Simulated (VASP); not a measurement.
SrCa, 2 atoms in the cell. Symmetry: R-3m, No. 166, trigonal system. The conventional cell has a = 4.135 Å, b = 4.135 Å, c = 20.205 Å, α = 90.00°, β = 90.00°, γ = 120.00°. Within 5.4 Å of Sr (site symmetry -3m) lie 6 Ca at 4.13 Å and 6 Sr at 4.13 Å. Ca (site symmetry -3m) has 6 Sr at 4.13 Å and 6 Ca at 4.13 Å within 5.4 Å. 

| Property | Result |
| --- | --- |
| Program | VASP 6.6.1 |
| Task | single point |
| Functional | LDA |
| Potentials or basis | VASP PAW LDA potentials, release 64 (Sr_sv, Ca_sv) |
| Cutoff | 520 eV |
| k mesh | 15 × 15 × 15 |
| Occupations | gaussian, width 0.15 eV |
| Spin | no spin polarisation |
| Dipole correction | no |
| Further INCAR settings | ALGO = Normal; EDIFF = 1e-07; NBANDS = 17 |

Potentials or basis: VASP PAW LDA potentials, release 64 (Sr_sv, Ca_sv).

The run is started by

```console
$ cat potpaw_LDA.64/Sr_sv/POTCAR potpaw_LDA.64/Ca_sv/POTCAR > POTCAR
$ mpirun -np 1 vasp_std > vasp.out
```

Hardware: 1 thread of Intel(R) Xeon(R) Platinum 8259CL CPU @ 2.50GHz (Skylake/Cascade Lake), on a shared host.

Task: How long does it take, and how much memory?

Result: Run time: 30 min on 1 thread of Intel(R) Xeon(R) Platinum 8259CL CPU @ 2.50GHz (Skylake/Cascade Lake) (shared host), peak memory 0.8 GiB. Counts: scf iterations 12, k points 344.
